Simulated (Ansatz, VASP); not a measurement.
Ru in VASP and in Ansatz

```
CELL_PARAMETERS angstrom
2.69075 0.00000 0.00000
0.00000 4.24938 0.00000
0.00000 0.00000 21.43730
ATOMIC_POSITIONS crystal
Ru 0.75000 0.75000 0.37318
Ru 0.25000 0.25000 0.40942
Ru 0.25000 0.75000 0.48188
Ru 0.75000 0.25000 0.51812
Ru 0.75000 0.75000 0.59058
Ru 0.25000 0.25000 0.62682
```

Alike in both runs: task single point; functional PBEsol; k mesh 13 × 9 × 1; occupations fermi-dirac, width 0.08 eV; no spin polarisation.

```csv
,VASP,Ansatz
version,VASP 6.6.1,Ansatz 0.2.0
potentials or method,"VASP PAW PBE potentials, release 64 (Ru_pv), cutoff 520 eV","all-electron LAPW, scalar-relativistic"
```

VASP gave:

| Property | Result |
| --- | --- |
| rms of the force components (eV/Å) | 0.373 |

Task: What did Ansatz give for the same quantities?

Result: rms of the force components (eV/Å): 0.375.

VASP's potentials were made for PBE, not for PBEsol. Atom by atom the forces differ by 0.004 eV/Å (rms over components). Ansatz ran all-electron here, and VASP with PAW potentials.
